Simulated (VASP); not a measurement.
# SnTe (I4/mmm) in VASP: a series of runs

The runs below take SnTe through single point, with PBE.

Program: VASP 6.6.1. These are calculated values, not measurements. Logs are shortened: lines on timing, memory, paths and dates and some standing lists are left out, and cuts for length are marked.

## Step 1: The cell of the first run

The structure is tetragonal, space group I4/mmm (No. 139). The conventional cell has a = 4.464 Å, b = 4.464 Å, c = 6.187 Å, α = 90.00°, β = 90.00°, γ = 90.00°. Within 4.1 Å of Sn (site symmetry 4/mmm) lie 6 Te at 3.09 to 3.16 Å. Within 4.1 Å of Te (site symmetry 4/mmm) lie 6 Sn at 3.09 to 3.16 Å.

## Step 2: Single point, PBE (strain -0.0200 x Voigt [0, 1, 0, 0, 0, 0])

INCAR

```
SYSTEM = SnTe
PREC     = Accurate       ! precision mode
ENCUT    = 520            ! plane-wave cutoff, eV
EDIFF    = 1E-6           ! SCF threshold, eV
ISMEAR   = 0              ! smearing method
SIGMA    = 0.03           ! smearing width, eV
LREAL    = .FALSE.        ! projectors in reciprocal space
LASPH    = .TRUE.         ! aspherical terms in the spheres
NELM     = 60             ! most SCF steps
ALGO     = Normal         ! electronic algorithm
ISIF     = 2              ! what is computed and relaxed
LWAVE    = .FALSE.        ! write WAVECAR
LCHARG   = .TRUE.         ! write CHGCAR
GGA      = PE             ! functional
LELF     = .TRUE.         ! ELF
LVHAR    = .TRUE.       
NBANDS   = 17             ! bands
```

KPOINTS

```
regular mesh
0
G
  10 10 10
  0 0 0
```

POSCAR

```
SnTe
1.0
    0.0000000000      3.0933700000      3.1565000000
    3.1565000000      0.0000000000      3.1565000000
    3.1565000000      3.0933700000      0.0000000000
Sn Te
1 1
Direct
    0.0000000000      0.0000000000      0.0000000000
    0.5000000000      0.5000000000      0.5000000000
```

Potentials or basis: VASP PAW PBE potentials, release 64 (Sn_d, Te).

Run with:

```
$ cat potpaw_PBE.64/Sn_d/POTCAR potpaw_PBE.64/Te/POTCAR > POTCAR
$ mpirun -np 1 vasp_std > vasp.out
```

OUTCAR:

```text
SYSTEM = SnTe
   PREC = Accurate
   ENCUT = 520
   EDIFF = 1E-6
   ISMEAR = 0
   LREAL = .FALSE.
   LASPH = .TRUE.
   NELM = 60
   ISIF = 2
   GGA = PE

 ion  position               nearest neighbor table
   1  0.000  0.000  0.000-   2 3.09   2 3.09   2 3.16   2 3.16   2 3.16   2 3.16
   2  0.500  0.500  0.500-   1 3.09   1 3.09   1 3.16   1 3.16   1 3.16   1 3.16

  LATTYP: Found a body centered tetragonal cell.
 ALAT       =     4.4639651096
 C/A-ratio  =     1.3859292911

  Lattice vectors:

 A1 = (   0.0000000000,  -3.0933700000,   3.1565000000)
 A2 = (   0.0000000000,  -3.0933700000,  -3.1565000000)
 A3 = (   3.1565000000,   3.0933700000,   0.0000000000)

Analysis of symmetry for initial positions (statically):
=====================================================================
 Subroutine PRICEL returns:
 Original cell was already a primitive cell.

 Routine SETGRP: Setting up the symmetry group for a
 body centered tetragonal supercell.

 Subroutine GETGRP returns: Found 16 space group operations
 (whereof 16 operations were pure point group operations)
 out of a pool of 16 trial point group operations.

The static configuration has the point symmetry D_4h.

Analysis of symmetry for dynamics (positions and initial velocities):
=====================================================================
 Subroutine PRICEL returns:
 Original cell was already a primitive cell.

 Routine SETGRP: Setting up the symmetry group for a
 body centered tetragonal supercell.

 Subroutine GETGRP returns: Found 16 space group operations
 (whereof 16 operations were pure point group operations)
 out of a pool of 16 trial point group operations.

The dynamic configuration has the point symmetry D_4h.

 Subroutine INISYM returns: Found 16 space group operations
 (whereof 16 operations are pure point group operations),
 and found     1 'primitive' translations

----------------------------------------------------------------------------------------

                                     Primitive cell

  volume of cell :      61.6415

  direct lattice vectors                    reciprocal lattice vectors
     0.000000000  3.093370000  3.156500000    -0.158403295  0.161636015  0.158403295
     3.156500000  0.000000000  3.156500000     0.158403295 -0.161636015  0.158403295
     3.156500000  3.093370000  0.000000000     0.158403295  0.161636015 -0.158403295

  length of vectors
     4.419550906  4.463965110  4.419550906     0.276241577  0.276241577  0.276241577

  position of ions in fractional coordinates (direct lattice)
     0.000000000  0.000000000  0.000000000
     0.500000000  0.500000000  0.500000000

  ion indices of the primitive-cell ions
   primitive index   ion index
                 1           1
                 2           2

----------------------------------------------------------------------------------------

 KPOINTS: regular mesh

Automatic generation of k-mesh.
 Grid dimensions read from file:
 generate k-points for:   10   10   10

 Generating k-lattice:

  Cartesian coordinates                     Fractional coordinates (reciprocal lattice)
    -0.015840329  0.016163602  0.015840329     0.100000000  0.000000000  0.000000000
     0.015840329 -0.016163602  0.015840329    -0.000000000  0.100000000 -0.000000000
     0.015840329  0.016163602 -0.015840329     0.000000000  0.000000000  0.100000000

  Length of vectors
     0.027624158  0.027624158  0.027624158

  Shift w.r.t. Gamma in fractional coordinates (k-lattice)
     0.000000000  0.000000000  0.000000000

 Subroutine IBZKPT returns following result:
 ===========================================

 Found    102 irreducible k-points:

 Following reciprocal coordinates:
            Coordinates               Weight
  0.000000  0.000000  0.000000      1.000000
  0.100000  0.000000  0.000000      8.000000
  0.200000  0.000000  0.000000      8.000000
  0.300000  0.000000 -0.000000      8.000000
  0.400000  0.000000  0.000000      8.000000
  0.500000  0.000000  0.000000      4.000000
[... 16 lines left out ...]
  0.300000  0.300000  0.000000      4.000000
  0.400000  0.300000  0.000000     16.000000
 [... further k-points ...]
   k-points           NKPTS =    102   k-points in BZ     NKDIM =    102   number of bands    NBANDS=     17
   number of dos      NEDOS =    301   number of ions     NIONS =      2
   total plane-waves  NPLWV =  46656
   dimension x,y,z NGX =    36 NGY =   36 NGZ =   36
   dimension x,y,z NGXF=    72 NGYF=   72 NGZF=   72
   ions per type =               1   1
   NGX,Y,Z   is equivalent  to a cutoff of  13.54, 13.41, 13.54 a.u.
   NGXF,Y,Z  is equivalent  to a cutoff of  27.08, 26.81, 27.08 a.u.
 SYSTEM =  SnTe
   PREC   = accura    normal or accurate (medium, high low for compatibility)
   ISTART =      0    job   : 0-new  1-cont  2-samecut
   ICHARG =      2    charge: 1-file 2-atom 10-const
   ISPIN  =      1    spin polarized calculation?
   LNONCOLLINEAR =      F non collinear calculations
   LSORBIT =      F    spin-orbit coupling
   LASPH  =      T    aspherical Exc in radial PAW
   ENCUT  =  520.0 eV  38.22 Ry    6.18 a.u.   8.22  8.30  8.22*2*pi/ulx,y,z
   NELM   =     60;   NELMIN=  2; NELMDL= -5     # of ELM steps
   EDIFF  = 0.1E-05   stopping-criterion for ELM
   LREAL  =      F    real-space projection
   EDIFFG = 0.1E-04   stopping-criterion for IOM
   NSW    =      0    number of steps for IOM
   IBRION =     -1    ionic relax: 0-MD 1-quasi-New 2-CG
   NFREE  =      0    steps in history (QN), initial steepest desc. (CG)
   ISIF   =      2    stress and relaxation
   ISYM   =      2    0-nonsym 1-usesym 2-fastsym
   POTIM  = 0.5000    time-step for ionic-motion
   TEBEG  =    0.0;   TEEND  =   0.0 temperature during run
   PSTRESS=    0.0 pullay stress
   NELECT =      20.0000    total number of electrons
   NUPDOWN=      -1.0000    fix difference up-down
   EMIN   =  10.00;   EMAX   =-10.00  energy-range for DOS
   EFERMI =   0.00;   METHOD = LEGACY
   ISMEAR =     0;   SIGMA  =   0.03  broadening in eV -4-tet -1-fermi 0-gaus
   EFERMI_NEDOS =   21; number of points for ismear=-14 and -15
   IALGO  =     38    algorithm
   IMIX   =      4    mixing-type and parameters
     AMIX     =   0.40;   BMIX     =  1.00
     AMIX_MAG =   1.60;   BMIX_MAG =  1.00
  volume/ion in A,a.u.               =      30.82       207.99
  Fermi-wavevector in a.u.,A,eV,Ry     =   1.124934  2.125817 17.217851  1.265476
  Thomas-Fermi vector in A             =   2.261608
   LORBIT       =      0    0 simple, 1 ext, 2 COOP (PROOUT), +10 PAW based schemes
   GGA     = PE    functional components
   LHFCALC =     F    Hartree Fock is set to
   AEXX    =    0.0000 exact exchange contribution
   IVDW    =     0    specifies the selected vdW correction
   LEPSILON=     F    determine dielectric tensor
   LRPA    =     F    only Hartree local field effects (RPA)
 non-spin polarized calculation
 Gauss-broadening in eV      SIGMA  =   0.03
  energy-cutoff  :      520.00
  volume of cell :       61.64
 maximum number of plane-waves:      1683
 NGX is ok and might be reduce to    36
   NGX = 17   NGY = 17   NGZ = 17

 number of electron      19.9999996 magnetization

 Free energy of the ion-electron system (eV)
  ---------------------------------------------------
  ext. energy  EPLUGINS =         0.00000000
  ---------------------------------------------------
  free energy    TOTEN  =        -7.51940676 eV

  energy without entropy =       -7.51940670  energy(sigma->0) =       -7.51940673

 E-fermi :   7.2151     XC(G=0):  -9.5605

 val. band max:        7.1313232137   @ k =   0.5000   0.0000   0.0000
 cond. band min:       7.2988452639   @ k =   0.5000   0.0000   0.0000
 fundamental gap:      0.1675220502
 Fermi energy:         7.2150839471

 k-point     1 :       0.0000    0.0000    0.0000
  band No.  band energies     occupation
      1     -14.7668      2.00000
      2     -14.7605      2.00000
      3     -14.7604      2.00000
      4     -14.7550      2.00000
      5     -14.7550      2.00000
      6      -5.7726      2.00000
[... 9 lines left out ...]
     16      11.9661      0.00000
     17      13.8803      0.00000

 k-point     2 :       0.1000    0.0000    0.0000
  band No.  band energies     occupation
      1     -14.7672      2.00000
      2     -14.7611      2.00000
      3     -14.7599      2.00000
      4     -14.7547      2.00000
      5     -14.7544      2.00000
      6      -5.6861      2.00000
[... 9 lines left out ...]
     16      12.1288      0.00000
     17      14.5395      0.00000

 k-point     3 :       0.2000    0.0000    0.0000
  band No.  band energies     occupation
      1     -14.7682      2.00000
      2     -14.7627      2.00000
      3     -14.7588      2.00000
      4     -14.7536      2.00000
      5     -14.7527      2.00000
      6      -5.4356      2.00000
[... 9 lines left out ...]
     16      12.6924      0.00000
     17      15.9536      0.00000

 k-point     4 :       0.3000    0.0000   -0.0000
  band No.  band energies     occupation
      1     -14.7697      2.00000
      2     -14.7649      2.00000
      3     -14.7577      2.00000
      4     -14.7518      2.00000
      5     -14.7503      2.00000
      6      -5.0572      2.00000
[... 9 lines left out ...]
     16      13.6019      0.00000
     17      17.7297      0.00000

 k-point     5 :       0.4000    0.0000    0.0000
  band No.  band energies     occupation
      1     -14.7710      2.00000
      2     -14.7666      2.00000
      3     -14.7569      2.00000
      4     -14.7503      2.00000
      5     -14.7483      2.00000
      6      -4.6517      2.00000
[... 9 lines left out ...]
     16      14.8467      0.00000
     17      17.1790      0.00000

 k-point     6 :       0.5000    0.0000    0.0000
  band No.  band energies     occupation
      1     -14.7715      2.00000
      2     -14.7672      2.00000
      3     -14.7567      2.00000
      4     -14.7496      2.00000
      5     -14.7475      2.00000
      6      -4.4523      2.00000
[... 9 lines left out ...]
     16      16.0427      0.00000
     17      16.0655      0.00000

 k-point     7 :       0.1000    0.1000    0.0000
  band No.  band energies     occupation
      1     -14.7678      2.00000
      2     -14.7605      2.00000
      3     -14.7595      2.00000
      4     -14.7554      2.00000
      5     -14.7539      2.00000
      6      -5.6598      2.00000
[... 9 lines left out ...]
     16      12.5284      0.00000
     17      14.1050      0.00000

 k-point     8 :       0.2000    0.1000    0.0000
  band No.  band energies     occupation
      1     -14.7692      2.00000
      2     -14.7613      2.00000
      3     -14.7581      2.00000
      4     -14.7552      2.00000
      5     -14.7524      2.00000
      6      -5.4666      2.00000
[... 9 lines left out ...]
     16      13.1201      0.00000
     17      14.8843      0.00000
[... 203 lines left out ...]
      1     -14.7748      2.00000
      2     -14.7639      2.00000
      3     -14.7549      2.00000
      4     -14.7521      2.00000
      5     -14.7469      2.00000
      6      -4.3777      2.00000
[... 9 lines left out ...]
     16      16.2074      0.00000
     17      16.7959      0.00000

 k-point    20 :      -0.4000    0.2000    0.0000
  band No.  band energies     occupation
      1     -14.7734      2.00000
      2     -14.7654      2.00000
      3     -14.7554      2.00000
      4     -14.7505      2.00000
      5     -14.7477      2.00000
      6      -4.3085      2.00000
[... 9 lines left out ...]
     16      14.8168      0.00000
     17      17.5459      0.00000

 k-point    21 :      -0.3000    0.2000    0.0000
  band No.  band energies     occupation
      1     -14.7714      2.00000
      2     -14.7658      2.00000
      3     -14.7568      2.00000
      4     -14.7499      2.00000
      5     -14.7490      2.00000
      6      -4.5573      2.00000
[... 9 lines left out ...]
     16      15.2498      0.00000
     17      16.3935      0.00000

 k-point    22 :      -0.2000    0.2000   -0.0000
  band No.  band energies     occupation
      1     -14.7697      2.00000
      2     -14.7650      2.00000
      3     -14.7583      2.00000
      4     -14.7517      2.00000
      5     -14.7493      2.00000
      6      -4.9275      2.00000
[... 9 lines left out ...]
     16      15.1217      0.00000
     17      15.6768      0.00000

 k-point    23 :       0.3000    0.3000    0.0000
  band No.  band energies     occupation
      1     -14.7768      2.00000
      2     -14.7587      2.00000
      3     -14.7576      2.00000
      4     -14.7538      2.00000
      5     -14.7471      2.00000
      6      -4.8610      2.00000
[... 9 lines left out ...]
     16      15.6009      0.00000
     17      15.7520      0.00000

 k-point    24 :       0.4000    0.3000    0.0000
  band No.  band energies     occupation
      1     -14.7788      2.00000
      2     -14.7590      2.00000
      3     -14.7575      2.00000
      4     -14.7524      2.00000
      5     -14.7455      2.00000
      6      -4.5734      2.00000
[... 9 lines left out ...]
     16      16.4629      0.00000
     17      16.8308      0.00000

 [... further k-points ...]

------------------------ aborting loop because EDIFF is reached ----------------------------------------

  FORCE on cell =-STRESS in cart. coord.  units (eV):
  Direction    XX          YY          ZZ          XY          YZ          ZX
  --------------------------------------------------------------------------------------
  -------------------------------------------------------------------------------------
  Total        0.7852911      1.9513678      0.7852911      0.0000000      0.0000000      0.0000000
  in kB       20.4111665     50.7196528     20.4111665      0.0000000      0.0000000      0.0000000
  external PRESSURE =      30.5139953 kB  Pullay stress =       0.0000000 kB

 VOLUME and BASIS-vectors are now :
 -----------------------------------------------------------------------------
  energy-cutoff  :      520.00
  volume of cell :       61.64
      direct lattice vectors                 reciprocal lattice vectors
     0.000000000  3.093370000  3.156500000    -0.158403295  0.161636015  0.158403295
     3.156500000  0.000000000  3.156500000     0.158403295 -0.161636015  0.158403295
     3.156500000  3.093370000  0.000000000     0.158403295  0.161636015 -0.158403295

 POSITION                                       TOTAL-FORCE (eV/Angst)
 -----------------------------------------------------------------------------------
      0.00000      0.00000      0.00000        -0.000000     -0.000000      0.000000
      3.15650      3.09337      3.15650         0.000000      0.000000     -0.000000
 -----------------------------------------------------------------------------------
    total drift:                               -0.000000      0.000000      0.000000

  FREE ENERGIE OF THE ION-ELECTRON SYSTEM (eV)
  ---------------------------------------------------
  free  energy   TOTEN  =        -7.5194067568 eV

  energy  without entropy=       -7.5194067010  energy(sigma->0) =       -7.51940673
```

Wall time 1.7 min (1 thread of Intel Xeon Platinum 8259CL at 2.50GHz (Skylake/Cascade Lake), shared host); peak memory 0.27 GiB.

Results:

```yaml
Free_energy: -7.5194 eV
Pressure: 3.1 GPa
Band_gap_on_the_k_mesh: 0.17 eV, direct
```

Caveat: the cell differs from its parent crystal (strain -0.0200 x Voigt [0, 1, 0, 0, 0, 0]); spin-orbit coupling is left out, which moves the levels of the heavy elements. A k mesh can miss the band edges.

## Step 3: Single point, PBE (strain -0.0150 x Voigt [0, 1, 0, 0, 0, 0])

INCAR

```
SYSTEM = SnTe
ALGO = Normal ; EDIFF = 1E-6
ENCUT = 520 ; GGA = PE
ISIF = 2 ; ISMEAR = 0
LASPH = .True. ; LCHARG = .True.
LELF = .True. ; LREAL = .False.
LVHAR = .True. ; LWAVE = .False.
NBANDS = 17 ; NELM = 80
PREC = Accurate ; SIGMA = 0.03
```

KPOINTS

```
k-points
0
Gamma
  10 10 10
  0 0 0
```

POSCAR

```
SnTe
1.0
    0.0000000000      3.1091525000      3.1565000000
    3.1565000000      0.0000000000      3.1565000000
    3.1565000000      3.1091525000      0.0000000000
Sn Te
1 1
Direct
    0.0000000000      0.0000000000      0.0000000000
    0.5000000000      0.5000000000      0.5000000000
```

Potentials or basis: VASP PAW PBE potentials, release 64 (Sn_d, Te).

Run with:

```
$ cat potpaw_PBE.64/Sn_d/POTCAR potpaw_PBE.64/Te/POTCAR > POTCAR
$ mpirun -np 1 vasp_std > vasp.out
```

Wall time 1.8 min (1 thread of Intel Xeon Platinum 8259CL at 2.50GHz (Skylake/Cascade Lake), shared host); peak memory 0.28 GiB.

It converged, with:

| Quantity | Value |
| --- | --- |
| Free energy | -7.5287 eV |
| Pressure | 2.8 GPa |
| Band gap on the k mesh | 0.14 eV, direct |

Stress tensor (GPa, compression positive):
```
2.02 0.00 0.00
0.00 4.22 0.00
0.00 0.00 2.02
```

Levels at points of the mesh, in eV from the valence-band top:
| k point | band 7 | band 8 | band 9 | band 10 | band 11 | band 12 | band 13 | band 14 |
| --- | --- | --- | --- | --- | --- | --- | --- | --- |
| (0.00, 0.00, 0.00) | -4.63 | -2.28 | -2.11 | -2.11 | 3.25 | 3.25 | 3.63 | 4.70 |
| (0.50, 0.00, 0.00) | -8.39 | -1.85 | -1.81 | 0.00 | 0.14 | 0.32 | 0.40 | 7.81 |
| (0.50, 0.50, 0.00) | -6.44 | -5.64 | -3.86 | -3.69 | 2.15 | 4.80 | 5.21 | 6.39 |
| (0.50, 0.00, 0.50) | -6.54 | -5.67 | -3.82 | -3.82 | 2.11 | 4.94 | 4.94 | 6.64 |

Caveat: the cell differs from its parent crystal (strain -0.0150 x Voigt [0, 1, 0, 0, 0, 0]); spin-orbit coupling is left out, which moves the levels of the heavy elements.

[end of part 1 of 2]
